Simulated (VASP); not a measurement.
Set up this calculation in VASP 6.6.1, as the native input.

```yaml
Task: single point
Functional: PBE
Potentials_or_basis: VASP PAW PBE potentials, release 64 (Sn_d, Se)
Cutoff: 520 eV
k_mesh: 12 × 12 × 6
Occupations: gaussian, width 0.05 eV
Spin: no spin polarisation
Dipole_correction: no
Further_INCAR_settings: ALGO = Normal; EDIFF = 1e-07; NBANDS = 20
```

The structure of SnSe2 lies in POSCAR:

```
SnSe2
1.0
    4.0231463824      0.0000000000      0.0000000000
   -2.0115731912      3.4841469703      0.0000000000
    0.0000000000      0.0000000000      5.5068351236
Sn Se
1 2
Direct
    0.0000000000      0.0000000000      0.0000000000
    0.3333333333      0.6666666667      0.2500000000
    0.6666666667      0.3333333333      0.7500000000
```

This cell differs from its parent crystal: ratio of the length along z to the lengths across it x 0.85, volume and fractional coordinates fixed.

One way to write it, as run:

INCAR

```
SYSTEM = SnSe2
PREC = Accurate
ENCUT = 520
EDIFF = 1E-7
ISMEAR = 0
SIGMA = 0.05
LREAL = .False.
LASPH = .True.
NELM = 60
ALGO = Normal
ISIF = 2
LWAVE = .False.
LCHARG = .False.
GGA = PE
NBANDS = 20
```

KPOINTS

```
regular mesh
0
Gamma
  12 12 6
  0 0 0
```

Potentials or basis: VASP PAW PBE potentials, release 64 (Sn_d, Se).

Launch:

```sh
$ cat potpaw_PBE.64/Sn_d/POTCAR potpaw_PBE.64/Se/POTCAR > POTCAR
$ mpirun -np 1 vasp_std > vasp.out
```

It gave:

```
Pressure               : 4.7 GPa
Largest force          : 1.258 eV/Å
Band gap on the k mesh : 0.07 eV (least direct gap 0.10 eV)
```

Caveat: the cell stands under pressure; spin-orbit coupling is left out, which moves the levels of the heavy elements; forces of over 1 eV/Å act on the atoms, so gaps and moduli don't describe the material at rest.

Wall time 2.9 min on 1 thread of Intel Xeon 8259CL, on a shared host, peak memory 0.29 GiB.
